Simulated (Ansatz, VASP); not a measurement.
# SiO2 in VASP and in Ansatz

```
Si O
1.0
    -2.34196    2.34196    3.69340
     2.34196   -2.34196    3.69340
     2.34196    2.34196   -3.69340
Si O
2 4
Direct
  0.00000 0.00000 0.00000
  0.75000 0.25000 0.50000
  0.99838 0.62500 0.87338
  0.37500 0.24838 0.37338
  0.75162 0.12500 0.12662
  0.87500 0.00162 0.62662
```

Change from the starting cell: volume scaled by 0.96, crystal datasets.

Alike in both runs: task electric field gradients; functional PBE; k mesh 7 × 7 × 7; occupations fermi-dirac, width 0.03 eV; no spin polarisation.

|  | VASP | Ansatz |
| --- | --- | --- |
| version | VASP 6.6.1 | Ansatz 0.2.0 |
| potentials or method | VASP PAW PBE potentials, release 64 (Si, O), cutoff 520 eV | all-electron PAW with datasets made for the crystal, scalar-relativistic |

Ansatz gave:

```
gap on the k mesh at the Fermi level (eV)                     : 6.32
pressure (GPa)                                                : 11.3
traceless stress, the component that is largest in VASP (GPa) : -1.17
rms of the force components (eV/Å)                            : 0.326
size of Vzz on the site where it differs most (V/Å²)          : 80.7
```

Question: Which values does VASP return?

Answer: gap on the k mesh at the Fermi level (eV): 6.31; pressure (GPa): 11.5; traceless stress, the component that is largest in VASP (GPa): -1.09; rms of the force components (eV/Å): 0.327; size of Vzz on the site where it differs most (V/Å²): 78.8.

Atom by atom the forces differ by 0.002 eV/Å (rms over components). Ansatz ran all-electron here, and VASP with PAW potentials.
